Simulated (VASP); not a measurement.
# BiAu (Fm-3m) in VASP: notebook

Runs on BiAu. Level: PBEsol. Tasks: single point.

Everything below comes from runs of VASP 6.6.1. Logs are shortened: lines on timing, memory, paths and dates and some standing lists are left out, and cuts for length are marked.

## (1) The cell of the first run

The structure is cubic, space group Fm-3m (No. 225). Conventional cell: a = 5.832 Å, b = 5.832 Å, c = 5.832 Å, α = 90.00°, β = 90.00°, γ = 90.00°. Au (site symmetry m-3m) has 6 Bi at 2.92 Å within 3.8 Å. Bi (site symmetry m-3m) has 6 Au at 2.92 Å within 3.8 Å.

## (2) Single point, PBEsol

INCAR

```
PREC = Accurate ; ENCUT = 520
EDIFF = 1E-7 ; ISMEAR = 0
SIGMA = 0.05 ; LREAL = F
LASPH = T ; NELM = 100
ALGO = Normal ; ISIF = 2
LWAVE = F ; LCHARG = F
GGA = PS ; NBANDS = 20
```

KPOINTS

```
regular mesh
0
Gamma
  10 10 10
```

POSCAR

```
BiAu
1.0
    0.0000000000      2.9160804781      2.9160804781
    2.9160804781      0.0000000000      2.9160804781
    2.9160804781      2.9160804781      0.0000000000
Au Bi
1 1
Direct
    0.5000000000      0.5000000000      0.5000000000
    0.0000000000      0.0000000000      0.0000000000
```

Potentials or basis: VASP PAW PBE potentials, release 64 (Au, Bi_d).

Run with:

```bash
> cat potpaw_PBE.64/Au/POTCAR potpaw_PBE.64/Bi_d/POTCAR > POTCAR
> mpirun -np 1 vasp_std > vasp.out
```

OUTCAR:

```text
PREC = Accurate
   ENCUT = 520
   EDIFF = 1E-7
   ISMEAR = 0
   LREAL = F
   LASPH = T
   NELM = 100
   ISIF = 2
   GGA = PS

 ion  position               nearest neighbor table
   1  0.500  0.500  0.500-   2 2.92   2 2.92   2 2.92   2 2.92   2 2.92   2 2.92
   2  0.000  0.000  0.000-   1 2.92   1 2.92   1 2.92   1 2.92   1 2.92   1 2.92

  LATTYP: Found a face centered cubic cell.
 ALAT       =     5.8321609562

  Lattice vectors:

 A1 = (   0.0000000000,   2.9160804781,   2.9160804781)
 A2 = (   2.9160804781,   0.0000000000,   2.9160804781)
 A3 = (   2.9160804781,   2.9160804781,   0.0000000000)

Analysis of symmetry for initial positions (statically):
=====================================================================
 Subroutine PRICEL returns:
 Original cell was already a primitive cell.

 Routine SETGRP: Setting up the symmetry group for a
 face centered cubic supercell.

 Subroutine GETGRP returns: Found 48 space group operations
 (whereof 48 operations were pure point group operations)
 out of a pool of 48 trial point group operations.

The static configuration has the point symmetry O_h .

Analysis of symmetry for dynamics (positions and initial velocities):
=====================================================================
 Subroutine PRICEL returns:
 Original cell was already a primitive cell.

 Routine SETGRP: Setting up the symmetry group for a
 face centered cubic supercell.

 Subroutine GETGRP returns: Found 48 space group operations
 (whereof 48 operations were pure point group operations)
 out of a pool of 48 trial point group operations.

The dynamic configuration has the point symmetry O_h .

 Subroutine INISYM returns: Found 48 space group operations
 (whereof 48 operations are pure point group operations),
 and found     1 'primitive' translations

----------------------------------------------------------------------------------------

                                     Primitive cell

  volume of cell :      49.5939

  direct lattice vectors                    reciprocal lattice vectors
     0.000000000  2.916080478  2.916080478    -0.171463032  0.171463032  0.171463032
     2.916080478  0.000000000  2.916080478     0.171463032 -0.171463032  0.171463032
     2.916080478  2.916080478  0.000000000     0.171463032  0.171463032 -0.171463032

  length of vectors
     4.123960561  4.123960561  4.123960561     0.296982683  0.296982683  0.296982683

  position of ions in fractional coordinates (direct lattice)
     0.500000000  0.500000000  0.500000000
     0.000000000  0.000000000  0.000000000

  ion indices of the primitive-cell ions
   primitive index   ion index
                 1           1
                 2           2

----------------------------------------------------------------------------------------

 KPOINTS: regular mesh

Automatic generation of k-mesh.
 Grid dimensions read from file:
 generate k-points for:   10   10   10

 Generating k-lattice:

  Cartesian coordinates                     Fractional coordinates (reciprocal lattice)
    -0.017146303  0.017146303  0.017146303     0.100000000  0.000000000  0.000000000
     0.017146303 -0.017146303  0.017146303     0.000000000  0.100000000  0.000000000
     0.017146303  0.017146303 -0.017146303     0.000000000  0.000000000  0.100000000

  Length of vectors
     0.029698268  0.029698268  0.029698268

  Shift w.r.t. Gamma in fractional coordinates (k-lattice)
     0.000000000  0.000000000  0.000000000

 Subroutine IBZKPT returns following result:
 ===========================================

 Found     47 irreducible k-points:

 Following reciprocal coordinates:
            Coordinates               Weight
  0.000000  0.000000  0.000000      1.000000
  0.100000  0.000000  0.000000      8.000000
  0.200000  0.000000  0.000000      8.000000
  0.300000  0.000000  0.000000      8.000000
  0.400000  0.000000  0.000000      8.000000
  0.500000  0.000000  0.000000      4.000000
[... 16 lines left out ...]
  0.300000  0.300000  0.000000      6.000000
  0.400000  0.300000  0.000000     24.000000
 [... further k-points ...]
   k-points           NKPTS =     47   k-points in BZ     NKDIM =     47   number of bands    NBANDS=     20
   number of dos      NEDOS =    301   number of ions     NIONS =      2
   total plane-waves  NPLWV =  32768
   dimension x,y,z NGX =    32 NGY =   32 NGZ =   32
   dimension x,y,z NGXF=    64 NGYF=   64 NGZF=   64
   ions per type =               1   1
   NGX,Y,Z   is equivalent  to a cutoff of  12.90, 12.90, 12.90 a.u.
   NGXF,Y,Z  is equivalent  to a cutoff of  25.80, 25.80, 25.80 a.u.
 SYSTEM =  unknown system
   PREC   = accura    normal or accurate (medium, high low for compatibility)
   ISTART =      0    job   : 0-new  1-cont  2-samecut
   ICHARG =      2    charge: 1-file 2-atom 10-const
   ISPIN  =      1    spin polarized calculation?
   LNONCOLLINEAR =      F non collinear calculations
   LSORBIT =      F    spin-orbit coupling
   LASPH  =      T    aspherical Exc in radial PAW
   ENCUT  =  520.0 eV  38.22 Ry    6.18 a.u.   7.67  7.67  7.67*2*pi/ulx,y,z
   NELM   =    100;   NELMIN=  2; NELMDL= -5     # of ELM steps
   EDIFF  = 0.1E-06   stopping-criterion for ELM
   LREAL  =      F    real-space projection
   EDIFFG = 0.1E-05   stopping-criterion for IOM
   NSW    =      0    number of steps for IOM
   IBRION =     -1    ionic relax: 0-MD 1-quasi-New 2-CG
   NFREE  =      0    steps in history (QN), initial steepest desc. (CG)
   ISIF   =      2    stress and relaxation
   ISYM   =      2    0-nonsym 1-usesym 2-fastsym
   POTIM  = 0.5000    time-step for ionic-motion
   TEBEG  =    0.0;   TEEND  =   0.0 temperature during run
   PSTRESS=    0.0 pullay stress
   NELECT =      26.0000    total number of electrons
   NUPDOWN=      -1.0000    fix difference up-down
   EMIN   =  10.00;   EMAX   =-10.00  energy-range for DOS
   EFERMI =   0.00;   METHOD = LEGACY
   ISMEAR =     0;   SIGMA  =   0.05  broadening in eV -4-tet -1-fermi 0-gaus
   EFERMI_NEDOS =   21; number of points for ismear=-14 and -15
   IALGO  =     38    algorithm
   IMIX   =      4    mixing-type and parameters
     AMIX     =   0.40;   BMIX     =  1.00
     AMIX_MAG =   1.60;   BMIX_MAG =  1.00
  volume/ion in A,a.u.               =      24.80       167.34
  Fermi-wavevector in a.u.,A,eV,Ry     =   1.320048  2.494529 23.708521  1.742527
  Thomas-Fermi vector in A             =   2.449902
   LORBIT       =      0    0 simple, 1 ext, 2 COOP (PROOUT), +10 PAW based schemes
   GGA     = PS    functional components
   LHFCALC =     F    Hartree Fock is set to
   AEXX    =    0.0000 exact exchange contribution
   IVDW    =     0    specifies the selected vdW correction
   LEPSILON=     F    determine dielectric tensor
   LRPA    =     F    only Hartree local field effects (RPA)
 non-spin polarized calculation
 Gauss-broadening in eV      SIGMA  =   0.05
  energy-cutoff  :      520.00
  volume of cell :       49.59
 maximum number of plane-waves:      1363
   NGX = 15   NGY = 15   NGZ = 15

 number of electron      25.9999994 magnetization

 Free energy of the ion-electron system (eV)
  ---------------------------------------------------
  ext. energy  EPLUGINS =         0.00000000
  ---------------------------------------------------
  free energy    TOTEN  =        -8.22087077 eV

  energy without entropy =       -8.21977042  energy(sigma->0) =       -8.22032060

 E-fermi :   7.8853     XC(G=0): -11.0887

 val. band max:        7.8464913492   @ k =   0.5000   0.2000   0.0000
 cond. band min:       7.9298501811   @ k =   0.3000   0.2000   0.1000
 fundamental gap:      0.0833588319
 Fermi energy:         7.8852631032

 k-point     1 :       0.0000    0.0000    0.0000
  band No.  band energies     occupation
      1     -15.0002      2.00000
      2     -15.0002      2.00000
      3     -14.9701      2.00000
      4     -14.9701      2.00000
      5     -14.9701      2.00000
      6      -4.9178      2.00000
[... 12 lines left out ...]
     19      16.6769      0.00000
     20      17.4757      0.00000

 k-point     2 :       0.1000    0.0000    0.0000
  band No.  band energies     occupation
      1     -14.9986      2.00000
      2     -14.9986      2.00000
      3     -14.9692      2.00000
      4     -14.9680      2.00000
      5     -14.9680      2.00000
      6      -4.8009      2.00000
[... 12 lines left out ...]
     19      16.1617      0.00000
     20      17.7303      0.00000

 k-point     3 :       0.2000    0.0000    0.0000
  band No.  band energies     occupation
      1     -14.9951      2.00000
      2     -14.9951      2.00000
      3     -14.9670      2.00000
      4     -14.9618      2.00000
      5     -14.9618      2.00000
      6      -4.4629      2.00000
[... 12 lines left out ...]
     19      15.6739      0.00000
     20      18.2506      0.00000

 k-point     4 :       0.3000    0.0000    0.0000
  band No.  band energies     occupation
      1     -14.9916      2.00000
      2     -14.9916      2.00000
      3     -14.9643      2.00000
      4     -14.9533      2.00000
      5     -14.9533      2.00000
      6      -3.9539      2.00000
[... 12 lines left out ...]
     19      16.6969      0.00000
     20      19.0457      0.00000

 k-point     5 :       0.4000    0.0000    0.0000
  band No.  band energies     occupation
      1     -14.9893      2.00000
      2     -14.9893      2.00000
      3     -14.9621      2.00000
      4     -14.9459      2.00000
      5     -14.9459      2.00000
      6      -3.4111      2.00000
[... 12 lines left out ...]
     19      18.5804      0.00000
     20      20.1403      0.00000
[... 353 lines left out ...]
      6      -3.3984      2.00000
[... 12 lines left out ...]
     19      18.4212      0.00000
     20      18.9502      0.00000

 k-point    22 :      -0.2000    0.2000    0.0000
  band No.  band energies     occupation
      1     -14.9956      2.00000
      2     -14.9865      2.00000
      3     -14.9630      2.00000
      4     -14.9554      2.00000
      5     -14.9500      2.00000
      6      -3.8306      2.00000
[... 12 lines left out ...]
     19      17.9171      0.00000
     20      18.5473      0.00000

 k-point    23 :       0.3000    0.3000    0.0000
  band No.  band energies     occupation
      1     -14.9998      2.00000
      2     -14.9889      2.00000
      3     -14.9796      2.00000
      4     -14.9437      2.00000
      5     -14.9437      2.00000
      6      -3.8221      2.00000
[... 12 lines left out ...]
     19      17.8666      0.00000
     20      20.7944      0.00000

 k-point    24 :       0.4000    0.3000    0.0000
  band No.  band energies     occupation
      1     -15.0030      2.00000
      2     -14.9863      2.00000
      3     -14.9791      2.00000
      4     -14.9395      2.00000
      5     -14.9385      2.00000
      6      -3.5412      2.00000
[... 12 lines left out ...]
     19      19.6091      0.00000
     20      20.8321      0.00000

 [... further k-points ...]
[... 5 lines left out ...]
  --------------------------------------------------------------------------------------
  -------------------------------------------------------------------------------------
  Total       -0.0246483     -0.0246483     -0.0246483      0.0000000     -0.0000000      0.0000000
  in kB       -0.7962874     -0.7962874     -0.7962874      0.0000000     -0.0000000      0.0000000
  external PRESSURE =      -0.7962874 kB  Pullay stress =       0.0000000 kB

 VOLUME and BASIS-vectors are now :
 -----------------------------------------------------------------------------
  energy-cutoff  :      520.00
  volume of cell :       49.59
      direct lattice vectors                 reciprocal lattice vectors
     0.000000000  2.916080478  2.916080478    -0.171463032  0.171463032  0.171463032
     2.916080478  0.000000000  2.916080478     0.171463032 -0.171463032  0.171463032
     2.916080478  2.916080478  0.000000000     0.171463032  0.171463032 -0.171463032

 POSITION                                       TOTAL-FORCE (eV/Angst)
 -----------------------------------------------------------------------------------
      2.91608      2.91608      2.91608         0.000000     -0.000000     -0.000000
      0.00000      0.00000      0.00000        -0.000000      0.000000      0.000000
 -----------------------------------------------------------------------------------
    total drift:                                0.000000     -0.000000     -0.000000

  FREE ENERGIE OF THE ION-ELECTRON SYSTEM (eV)
  ---------------------------------------------------
  free  energy   TOTEN  =        -8.2208707705 eV

  energy  without entropy=       -8.2197704203  energy(sigma->0) =       -8.22032060
```

Wall time 22 s (1 thread of Intel Xeon Platinum 8488C (Sapphire Rapids), shared host); peak memory 0.2 GiB.

What came out:

* Free energy: -8.2209 eV
* Pressure: -0.1 GPa
* Band gap on the k mesh: zero (band 13 reaches 10.98 eV, above the bottom of band 14 at 5.66 eV)

Levels at points of the mesh, in eV from the Fermi level:
```csv
k point,band 11,band 12,band 13,band 14,band 15,band 16
"(0.00, 0.00, 0.00)",-4.44,1.04,1.04,1.04,1.11,7.28
"(0.50, 0.00, 0.00)",-4.16,-3.71,3.10,3.10,3.24,5.09
"(0.50, 0.50, 0.00)",-3.98,-3.25,-1.50,-1.50,-1.28,6.00
```

Caveat: the PAW data sets were made with another functional, which shifts forces and pressure a little; spin-orbit coupling is left out, which moves the levels of the heavy elements.

## (3) Single point, PBEsol (volume scaled by 1.020)

INCAR

```
  ALGO = Normal
  EDIFF = 1E-6
  ENCUT = 520
  GGA = PS
  ISIF = 2
  ISMEAR = 0
  LASPH = True
  LCHARG = True
  LELF = True
  LREAL = False
  LVHAR = True
  LWAVE = False
  NBANDS = 20
  NELM = 100
  PREC = Accurate
  SIGMA = 0.05
```

KPOINTS

```
k-points
0
Gamma
  10 10 10
```

POSCAR

```
BiAu
1.0
    0.0000000000      2.9353928322      2.9353928322
    2.9353928322      0.0000000000      2.9353928322
    2.9353928322      2.9353928322      0.0000000000
Au Bi
1 1
Direct
    0.5000000000      0.5000000000      0.5000000000
    0.0000000000      0.0000000000      0.0000000000
```

Potentials or basis: VASP PAW PBE potentials, release 64 (Au, Bi_d).

Run with:

```bash
> cat potpaw_PBE.64/Au/POTCAR potpaw_PBE.64/Bi_d/POTCAR > POTCAR
> mpirun -np 1 vasp_std > vasp.out
```

It took 19 s on 1 thread of Intel Xeon Platinum 8488C (Sapphire Rapids), shared host; peak memory 0.2 GiB.

Results (log left out):

* Free energy: -8.2159 eV
* Pressure: -1.6 GPa
* Band gap on the k mesh: zero (band 13 reaches 10.63 eV, above the bottom of band 14 at 5.45 eV)

Levels at points of the mesh, in eV from the Fermi level:
```tsv
k point	band 10	band 11	band 12	band 13	band 14	band 15	band 16	band 17
(0.00, 0.00, 0.00)	-4.36	-4.36	0.96	1.02	1.02	1.02	7.34	8.73
(0.50, 0.00, 0.00)	-4.08	-4.08	-3.65	3.02	3.02	3.22	5.07	5.07
(0.50, 0.50, 0.00)	-3.90	-3.90	-3.22	-1.44	-1.44	-1.30	5.97	11.40
```

Caveat: the PAW data sets were made with another functional, which shifts forces and pressure a little; spin-orbit coupling is left out, which moves the levels of the heavy elements.

(Continued in part 2 of 2.)
